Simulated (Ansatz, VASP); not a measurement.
**Hf: VASP beside Ansatz**

File POSCAR:

```
Hf
1.0
    5.1639009572      0.0000000000      0.0000000000
   -2.5819504786      4.4720694116      0.0000000000
    0.0000000000      0.0000000000      3.2102507050
Hf
3
Direct
    0.0000000000      0.0000000000      0.0000000000
    0.3333333333      0.6666666667      0.5000000000
    0.6666666667      0.3333333333      0.5000000000
```

File INCAR.step1:

```
SYSTEM = Hf
PREC     = Accurate       ! precision mode
ENCUT    = 520            ! plane-wave cutoff, eV
ISMEAR   = -1             ! smearing method
SIGMA    = 0.1            ! smearing width, eV
LREAL    = .FALSE.        ! projectors in reciprocal space
LASPH    = .TRUE.         ! aspherical terms in the spheres
NELM     = 100            ! most SCF steps
NBANDS   = 22             ! bands
GGA      = PE             ! functional
ALGO     = Normal         ! electronic algorithm
EDIFF    = 1E-4           ! SCF threshold, eV
LWAVE    = .TRUE.         ! write WAVECAR
LCHARG   = .FALSE.        ! write CHGCAR
```

The input INCAR.step2:

```
SYSTEM = Hf
PREC     = Accurate       ! precision mode
ENCUT    = 520            ! plane-wave cutoff, eV
EDIFF    = 1E-6           ! SCF threshold, eV
ISMEAR   = -1             ! smearing method
SIGMA    = 0.1            ! smearing width, eV
LREAL    = .FALSE.        ! projectors in reciprocal space
LASPH    = .TRUE.         ! aspherical terms in the spheres
NELM     = 100            ! most SCF steps
ALGO     = Normal         ! electronic algorithm
ISIF     = 2              ! what is computed and relaxed
LWAVE    = .FALSE.        ! write WAVECAR
LCHARG   = .FALSE.        ! write CHGCAR
METAGGA  = R2SCAN         ! meta-GGA
LMIXTAU  = .TRUE.       
NBANDS   = 22             ! bands
ISTART   = 1
```

The input KPOINTS:

```
regular mesh
0
G
  8 8 11
  0 0 0
```

Input for Ansatz:

```yaml
crystal:
  lattice:
    - [5.1639009572, 0.0, 0.0]
    - [-2.5819504786, 4.4720694116, 0.0]
    - [0.0, 0.0, 3.210250705]
  atoms:
    - { symbol: Hf, position: [0.0, 0.0, 0.0] }
    - { symbol: Hf, position: [0.3333333333, 0.6666666667, 0.5] }
    - { symbol: Hf, position: [0.6666666667, 0.3333333333, 0.5] }
hamiltonian:
  xc: r2scan
  pseudopotentials:
    kind: paw
    azcp:
      Hf: "pseudopotentials/Hf.paw.azcp"
basis:
  ecutwfc: 500
  fft_grid_basis: typed
kpoints:
  mp_grid: { grid: [8, 8, 11], shift: [0, 0, 0] }
magnetization:
  spin_polarized: false
scf:
  occupations: { method: fermi_dirac, width: 0.1 }
  lower_state_search: "off"
output:
  stress: true
  write_density: true
  write_potential: true
  elf: true
  volumetric_format: npy
```

Alike in both runs: task single point; functional r2SCAN; k mesh 8 × 8 × 11; occupations fermi-dirac, width 0.1 eV; no spin polarisation.

|  | VASP | Ansatz |
| --- | --- | --- |
| version | VASP 6.6.1 | Ansatz 0.2.0 |
| potentials or method | VASP PAW PBE potentials, release 64 (Hf_pv), cutoff 520 eV | plane waves (500 eV) with PAW, scalar-relativistic |
| valence electrons in the cell | 30 | 78 |

|  | VASP | Ansatz | Ansatz less VASP |
| --- | --- | --- | --- |
| pressure (GPa) | -10.8 | -10.3 | +0.56 |
| traceless stress, the component that is largest in VASP (GPa) | -0.19 | -0.19 | +0.005 |

VASP's potentials were made for PBE, not for r2SCAN. With one functional, cell and mesh, what is left measures potentials, basis and numerics. VASP's potentials hold 30 valence electrons a cell and Ansatz's 78, so a difference there can come from the potentials and not from the codes.

Neither program's run includes spin-orbit coupling.
